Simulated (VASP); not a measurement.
Write the native input for VASP 6.6.1 that does the following.

```yaml
Task: single point
Functional: PBE
Potentials_or_basis: VASP PAW PBE potentials, release 64 (Ga_d, N)
Cutoff: 520 eV
k_mesh: 4 × 4 × 3
Occupations: gaussian, width 0.01 eV
Spin: no spin polarisation
Dipole_correction: no
Further_INCAR_settings: ALGO = Normal; EDIFF = 1e-07; NBANDS = 26
```

The structure of GaN lies in POSCAR:

```
GaN
1.0
    3.1800000000      0.0000000000      0.0000000000
   -1.5900000000      2.7539610000      0.0000000000
    0.0000000000      0.0000000000      5.1660000000
Ga N
2 2
Direct
    0.3333333333      0.6666666667      0.0000000000
    0.6666666667      0.3333333333      0.5000000000
    0.3333333333      0.6666666667      0.3750000000
    0.6666666667      0.3333333333      0.8750000000
```

These files were run (other wordings do the same):

INCAR

```
SYSTEM = GaN
ALGO     = Normal         ! electronic algorithm
EDIFF    = 1E-7           ! SCF threshold, eV
ENCUT    = 520            ! plane-wave cutoff, eV
GGA      = PE             ! functional
ISIF     = 2              ! what is computed and relaxed
ISMEAR   = 0              ! smearing method
LASPH    = .TRUE.         ! aspherical terms in the spheres
LCHARG   = .FALSE.        ! write CHGCAR
LREAL    = .FALSE.        ! projectors in reciprocal space
LWAVE    = .FALSE.        ! write WAVECAR
NBANDS   = 26             ! bands
NELM     = 80             ! most SCF steps
PREC     = Accurate       ! precision mode
SIGMA    = 0.01           ! smearing width, eV
```

KPOINTS

```
k-points
0
G
  4 4 3
  0 0 0
```

Potentials or basis: VASP PAW PBE potentials, release 64 (Ga_d, N).

The run is started by

```console
$ cat potpaw_PBE.64/Ga_d/POTCAR potpaw_PBE.64/N/POTCAR > POTCAR
$ mpirun -np 1 vasp_std > vasp.out
```

Results of the run:

```json
{
  "Pressure": "7.3 GPa",
  "Largest force": "0.132 eV/Å",
  "Band gap on the k mesh": "1.96 eV, direct"
}
```

Caveat: the k points lie up to 0.57 Å⁻¹ apart.

It took 12 s on 1 thread of Intel Xeon 6975P-C, on a shared host, peak memory 0.15 GiB.
